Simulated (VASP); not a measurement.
Input of a VASP 6.6.1 run:

INCAR

```
SYSTEM = S
PREC = Accurate
ENCUT = 520
EDIFF = 1E-6
ISMEAR = 0
SIGMA = 0.15
LREAL = .FALSE.
LASPH = .TRUE.
NELM = 60
ALGO = Normal
ISIF = 2
LWAVE = .FALSE.
LCHARG = .TRUE.
LELF = .TRUE.
LVHAR = .TRUE.
NBANDS = 9
```

KPOINTS

```
Automatic mesh
0
G
  22 22 22
  0 0 0
```

File POSCAR:

```
S
1.0
    0.0000000000      1.8767555279      2.2521066335
    1.8767555279      0.0000000000      2.2521066335
    1.8767555279      1.8767555279      0.0000000000
S
1
Direct
    0.0000000000      0.0000000000      0.0000000000
```

Potentials or basis: VASP PAW LDA potentials, release 64 (S).

Launch:

```console
$ cat potpaw_LDA.64/S/POTCAR > POTCAR
$ mpirun -np 1 vasp_std > vasp.out
```

Task: What does it give for the band gap on the k mesh?

Result: Zero (bands 3 and 4 overlap by 6.38 eV).

Task: What does it give for the pressure?

Result: -6.3 GPa.

Stress tensor (GPa, compression positive):
```
-10.98   0.00   0.00
  0.00 -10.98   0.00
  0.00   0.00   2.98
```

Caveat: the cell stands under tension.
